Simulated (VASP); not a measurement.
# Mo (P6/mmm) in VASP: notebook, part 2 of 2

VASP 6.6.1. Earlier steps stand in the parts before.

### Step 3. Single point, PBEsol (strain -0.0750 x Voigt [1, 1, 0, 0, 0, 0])

INCAR reads:

```
SYSTEM = Mo
PREC     = Accurate       ! precision mode
ENCUT    = 520            ! plane-wave cutoff, eV
EDIFF    = 1E-6           ! SCF threshold, eV
ISMEAR   = 0              ! smearing method
SIGMA    = 0.15           ! smearing width, eV
LREAL    = .FALSE.        ! projectors in reciprocal space
LASPH    = .TRUE.         ! aspherical terms in the spheres
NELM     = 80             ! most SCF steps
ALGO     = Normal         ! electronic algorithm
ISIF     = 2              ! what is computed and relaxed
LWAVE    = .FALSE.        ! write WAVECAR
LCHARG   = .FALSE.        ! write CHGCAR
GGA      = PS             ! functional
NBANDS   = 13             ! bands
```

KPOINTS reads:

```
Automatic mesh
0
G
  18 18 18
  0 0 0
```

POSCAR reads:

```
Mo
1.0
    2.5303471174      0.0000000000      0.0000000000
   -1.2651735587      2.1913448841      0.0000000000
    0.0000000000      0.0000000000      2.5551807000
Mo
1
Direct
    0.0000000000      0.0000000000      0.5000000000
```

Potentials or basis: VASP PAW PBE potentials, release 64 (Mo_sv).

On the command line:

```sh
> cat potpaw_PBE.64/Mo_sv/POTCAR > POTCAR
> mpirun -np 1 vasp_std > vasp.out
```

OUTCAR:

```text
SYSTEM = Mo
   PREC = Accurate
   ENCUT = 520
   EDIFF = 1E-6
   ISMEAR = 0
   LREAL = .FALSE.
   LASPH = .TRUE.
   NELM = 80
   ISIF = 2
   GGA = PS

 ion  position               nearest neighbor table
   1  0.000  0.000  0.500-

  LATTYP: Found a hexagonal cell.
 ALAT       =     2.5303471174
 C/A-ratio  =     1.0098142988

  Lattice vectors:

 A1 = (   2.5303471174,   0.0000000000,   0.0000000000)
 A2 = (  -1.2651735587,   2.1913448841,   0.0000000000)
 A3 = (   0.0000000000,   0.0000000000,   2.5551807000)

Analysis of symmetry for initial positions (statically):
=====================================================================
 Subroutine PRICEL returns:
 Original cell was already a primitive cell.

 Routine SETGRP: Setting up the symmetry group for a
 hexagonal supercell.

 Subroutine GETGRP returns: Found 24 space group operations
 (whereof 24 operations were pure point group operations)
 out of a pool of 24 trial point group operations.

The static configuration has the point symmetry D_6h.

Analysis of symmetry for dynamics (positions and initial velocities):
=====================================================================
 Subroutine PRICEL returns:
 Original cell was already a primitive cell.

 Routine SETGRP: Setting up the symmetry group for a
 hexagonal supercell.

 Subroutine GETGRP returns: Found 24 space group operations
 (whereof 24 operations were pure point group operations)
 out of a pool of 24 trial point group operations.

The dynamic configuration has the point symmetry D_6h.

 Subroutine INISYM returns: Found 24 space group operations
 (whereof 24 operations are pure point group operations),
 and found     1 'primitive' translations

----------------------------------------------------------------------------------------

                                     Primitive cell

  volume of cell :      14.1681

[... 107 lines left out ...]
  volume/ion in A,a.u.               =      14.17        95.61
  Fermi-wavevector in a.u.,A,eV,Ry     =   1.630597  3.081382 36.175813  2.658847
  Thomas-Fermi vector in A             =   2.722872
   LORBIT       =      0    0 simple, 1 ext, 2 COOP (PROOUT), +10 PAW based schemes
   GGA     = PS    functional components
   LHFCALC =     F    Hartree Fock is set to
   AEXX    =    0.0000 exact exchange contribution
   IVDW    =     0    specifies the selected vdW correction
   LEPSILON=     F    determine dielectric tensor
   LRPA    =     F    only Hartree local field effects (RPA)
 non-spin polarized calculation
 Gauss-broadening in eV      SIGMA  =   0.15
  energy-cutoff  :      520.00
  volume of cell :       14.17
 maximum number of plane-waves:       399
 NGX is ok and might be reduce to    20
   NGX =  9   NGY =  9   NGZ =  9

 number of electron      13.9999998 magnetization

 Free energy of the ion-electron system (eV)
  ---------------------------------------------------
  ext. energy  EPLUGINS =         0.00000000
  ---------------------------------------------------
  free energy    TOTEN  =       -10.47433673 eV

  energy without entropy =      -10.46605571  energy(sigma->0) =      -10.47019622

 E-fermi :  14.1342     XC(G=0): -13.9824

 val. band max:       14.1324296050   @ k =   0.2222   0.2222   0.2778
 cond. band min:      14.1369568749   @ k =   0.1111  -0.0000   0.5000
 fundamental gap:      0.0045272699
 Fermi energy:        14.1341605894

 k-point     1 :       0.0000    0.0000    0.0000
  band No.  band energies     occupation
      1     -47.0957      2.00000
      2     -20.2505      2.00000
      3     -19.6985      2.00000
      4     -19.6985      2.00000
      5       6.7184      2.00000
      6       8.8095      2.00000
      7      12.8580      2.00000
      8      12.8580      2.00000
      9      18.8761      0.00000
     10      18.8761      0.00000
     11      27.5408      0.00000
     12      29.0992      0.00000
     13      37.4897      0.00000
[... 354 lines left out ...]
  band No.  band energies     occupation
      1     -46.5554      2.00000
      2     -22.2298      2.00000
      3     -20.5168      2.00000
      4     -19.8906      2.00000
      5       8.6080      2.00000
      6      10.8962      2.00000
      7      14.0694      1.45844
      8      14.8319      0.00000
      9      17.3243      0.00000
     10      20.4320      0.00000
     11      26.6784      0.00000
     12      28.5059      0.00000
     13      32.0138      0.00000

 [... further k-points ...]
[... 5 lines left out ...]
  --------------------------------------------------------------------------------------
  -------------------------------------------------------------------------------------
  Total        5.4150076      5.4150076      1.2086940      0.0000000     -0.0000000      0.0000000
  in kB      612.3464381    612.3464382    136.6829941      0.0000000     -0.0000000      0.0000000
  external PRESSURE =     453.7919568 kB  Pullay stress =       0.0000000 kB

 VOLUME and BASIS-vectors are now :
 -----------------------------------------------------------------------------
  energy-cutoff  :      520.00
  volume of cell :       14.17
      direct lattice vectors                 reciprocal lattice vectors
     2.530347117  0.000000000  0.000000000     0.395202695  0.228170382  0.000000000
    -1.265173559  2.191344884  0.000000000     0.000000000  0.456340765  0.000000000
     0.000000000  0.000000000  2.555180700     0.000000000  0.000000000  0.391361754

 POSITION                                       TOTAL-FORCE (eV/Angst)
 -----------------------------------------------------------------------------------
      0.00000      0.00000      1.27759        -0.000000      0.000000      0.000000
 -----------------------------------------------------------------------------------
    total drift:                               -0.000000      0.000000     -0.000000

  FREE ENERGIE OF THE ION-ELECTRON SYSTEM (eV)
  ---------------------------------------------------
  free  energy   TOTEN  =       -10.4743367258 eV

  energy  without entropy=      -10.4660557080  energy(sigma->0) =      -10.47019622
```

OSZICAR:

```text
N       E                     dE             d eps       ncg     rms          rms(c)
DAV:   1     0.112638308532E+03    0.11264E+03   -0.91753E+03  9739   0.114E+03
DAV:   2    -0.954934231098E+01   -0.12219E+03   -0.11788E+03 10755   0.339E+02
DAV:   3    -0.108910737348E+02   -0.13417E+01   -0.13384E+01 11250   0.365E+01
DAV:   4    -0.108947599160E+02   -0.36862E-02   -0.36860E-02 10880   0.215E+00
DAV:   5    -0.108947866651E+02   -0.26749E-04   -0.26749E-04 11415   0.154E-01    0.205E+01
DAV:   6    -0.105410683250E+02    0.35372E+00   -0.40150E-01  9845   0.771E+00    0.819E+00
DAV:   7    -0.104775892885E+02    0.63479E-01   -0.12279E-01 10555   0.401E+00    0.894E-01
DAV:   8    -0.104743366299E+02    0.32527E-02   -0.46283E-03 10085   0.852E-01    0.840E-02
DAV:   9    -0.104743330042E+02    0.36257E-05   -0.44129E-05 11455   0.746E-02    0.437E-02
DAV:  10    -0.104743364911E+02   -0.34869E-05   -0.11433E-05 10505   0.331E-02    0.154E-02
DAV:  11    -0.104743367258E+02   -0.23477E-06   -0.42924E-07  5755   0.671E-03
   1 F= -.10474337E+02 E0= -.10470196E+02  d E =-.828102E-02
```

stdout:

```text
POSCAR found type information on POSCAR Mo
 POSCAR found :  1 types and       1 ions
 scaLAPACK will be used
 -----------------------------------------------------------------------------
|                                                                             |
|                                                                             |
|     You enforced a specific xc type in the INCAR file but a different       |
|     I HOPE YOU KNOW WHAT YOU ARE DOING!                                     |
|                                                                             |
 -----------------------------------------------------------------------------

 LDA part: xc-table for (Slater+PW92), standard interpolation
 POSCAR, INCAR and KPOINTS ok, starting setup
 FFT: planning ... GRIDC
 FFT: planning ... GRID_SOFT
 FFT: planning ... GRID
 WAVECAR not read
 entering main loop
```

Wall time 22 s (1 thread of Intel Xeon 6975P-C (Granite Rapids), shared host); peak memory 0.17 GiB.

Results:

| Item | Value |
| --- | --- |
| Free energy | -10.4743 eV |
| Pressure | 45.4 GPa |
| Band gap on the k mesh | zero (band 7 reaches 15.18 eV, above the bottom of band 8 at 12.86 eV) |

Levels at points of the mesh, in eV from the Fermi level:
```
           k point  band 4  band 5  band 6  band 7  band 8  band 9  band 10  band 11
(0.00, 0.00, 0.00)  -33.83   -7.42   -5.32   -1.28   -1.28    4.74     4.74    13.41
(0.50, 0.00, 0.00)  -34.02   -6.27   -3.20   -0.32    1.79    3.65     6.04    13.02
(0.00, 0.00, 0.50)  -33.68   -4.65   -0.58   -0.58   -0.55    1.75     1.75    10.17
(0.50, 0.00, 0.50)  -34.28   -6.70   -4.99   -0.03    6.31    6.45     6.78     8.89
```

Caveat: the cell differs from its parent crystal (strain -0.0750 x Voigt [1, 1, 0, 0, 0, 0]); the PAW data sets were made with another functional, which shifts forces and pressure a little.

### Step 4. Single point, PBEsol (strain -0.0500 x Voigt [1, 1, 0, 0, 0, 0])

INCAR reads:

```
PREC = Accurate ; ENCUT = 520
EDIFF = 1E-7 ; ISMEAR = 0
SIGMA = 0.15 ; LREAL = F
LASPH = T ; NELM = 100
ALGO = Normal ; ISIF = 2
LWAVE = F ; LCHARG = F
GGA = PS ; NBANDS = 13
```

KPOINTS reads:

```
regular mesh
0
Gamma
  18 18 18
```

POSCAR reads:

```
Mo
1.0
    2.5987348773      0.0000000000      0.0000000000
   -1.2993674387      2.2505704215      0.0000000000
    0.0000000000      0.0000000000      2.5551807000
Mo
1
Direct
    0.0000000000      0.0000000000      0.5000000000
```

On the command line:

```sh
> cat potpaw_PBE.64/Mo_sv/POTCAR > POTCAR
> mpirun -np 1 vasp_std > vasp.out
```

Run time: 24 s. Hardware: 1 thread of Intel Xeon 6975P-C (Granite Rapids), shared host; peak memory 0.17 GiB.

The run converged. Its results:

```yaml
Free_energy: -10.7093 eV
Pressure: 25.2 GPa
Band_gap_on_the_k_mesh: zero (band 7 reaches 14.09 eV, above the bottom of band 8 at 12.04 eV)
```

Stress tensor (GPa, compression positive):
```
36.13  0.00  0.00
 0.00 36.13  0.00
 0.00  0.00  3.26
```

Levels at points of the mesh, in eV from the Fermi level:
```csv
k point,band 4,band 5,band 6,band 7,band 8,band 9,band 10,band 11
"(0.00, 0.00, 0.00)",-34.00,-7.24,-4.95,-1.13,-1.13,4.50,4.50,13.29
"(0.50, 0.00, 0.00)",-34.03,-5.78,-3.18,0.17,1.50,3.57,5.44,12.00
"(0.00, 0.00, 0.50)",-33.84,-4.36,-0.39,-0.39,-0.38,1.39,1.39,10.16
"(0.50, 0.00, 0.50)",-34.32,-6.21,-4.41,-0.20,5.74,6.42,6.53,8.21
```

Caveat: the cell differs from its parent crystal (strain -0.0500 x Voigt [1, 1, 0, 0, 0, 0]); the PAW data sets were made with another functional, which shifts forces and pressure a little.

### Step 5. Single point, PBEsol (strain -0.0250 x Voigt [1, 1, 0, 0, 0, 0])

INCAR reads:

```
PREC     = Accurate       # precision mode
ENCUT    = 520            # plane-wave cutoff, eV
EDIFF    = 1E-7           # SCF threshold, eV
ISMEAR   = 0              # smearing method
SIGMA    = 0.15           # smearing width, eV
LREAL    = F              # projectors in reciprocal space
LASPH    = T              # aspherical terms in the spheres
NELM     = 80             # most SCF steps
ALGO     = Fast           # electronic algorithm
ISIF     = 2              # what is computed and relaxed
LWAVE    = F              # write WAVECAR
LCHARG   = T              # write CHGCAR
GGA      = PS             # functional
LELF     = T              # ELF
LVHAR    = T            
NBANDS   = 13             # bands
```

KPOINTS reads:

```
Automatic mesh
0
Gamma
  18 18 18
```

POSCAR reads:

```
Mo
1.0
    2.6671226373      0.0000000000      0.0000000000
   -1.3335613186      2.3097959589      0.0000000000
    0.0000000000      0.0000000000      2.5551807000
Mo
1
Direct
    0.0000000000      0.0000000000      0.5000000000
```

On the command line:

```sh
> cat potpaw_PBE.64/Mo_sv/POTCAR > POTCAR
> mpirun -np 1 vasp_std > vasp.out
```

Wall time 27 s (1 thread of Intel Xeon 6975P-C (Granite Rapids), shared host); peak memory 0.18 GiB.

The run converged. Its results:

| Quantity | Value |
| --- | --- |
| Free energy | -10.8347 eV |
| Pressure | 9.2 GPa |
| Band gap on the k mesh | zero (band 7 reaches 13.18 eV, above the bottom of band 8 at 11.26 eV) |

Stress tensor (GPa, compression positive):
```
15.12  0.00  0.00
 0.00 15.12  0.00
 0.00  0.00 -2.63
```

Levels at points of the mesh, in eV from the Fermi level:
```tsv
k point	band 3	band 4	band 5	band 6	band 7	band 8	band 9	band 10	band 11	band 12
(0.00, 0.00, 0.00)	-34.12	-34.12	-7.03	-4.60	-1.00	-1.00	4.30	4.30	13.16	15.47
(0.50, 0.00, 0.00)	-34.52	-34.03	-5.33	-3.15	0.61	1.26	3.51	4.92	11.05	14.09
(0.00, 0.00, 0.50)	-33.97	-33.97	-4.04	-0.22	-0.22	-0.18	1.09	1.09	10.13	16.09
(0.50, 0.00, 0.50)	-35.59	-34.35	-5.75	-3.87	-0.33	5.24	6.30	6.41	7.67	16.52
```

Caveat: the cell differs from its parent crystal (strain -0.0250 x Voigt [1, 1, 0, 0, 0, 0]); the PAW data sets were made with another functional, which shifts forces and pressure a little.

### Step 6. Summary

| cell | gap on the mesh (eV) | pressure (GPa) |
| --- | --- | --- |
| a = 2.462, b = 2.462, c = 2.555 Å, angles 90.0, 90.0, 120.0°, 1 atom | none | 70.9 |
| a = 2.530, b = 2.530, c = 2.555 Å, angles 90.0, 90.0, 120.0°, 1 atom | none | 45.4 |
| a = 2.599, b = 2.599, c = 2.555 Å, angles 90.0, 90.0, 120.0°, 1 atom | none | 25.2 |
| a = 2.667, b = 2.667, c = 2.555 Å, angles 90.0, 90.0, 120.0°, 1 atom | none | 9.2 |

Alike in all rows: task single point; level PBEsol; potentials or basis VASP PAW PBE potentials, release 64 (Mo_sv); no spin polarisation; k mesh 18 × 18 × 18; cutoff (eV) 520; smearing gaussian 0.15 eV.

Caveats: the PAW data sets were made with another functional, which shifts forces and pressure a little.

Absolute energies hang on the potentials; compare differences alone.
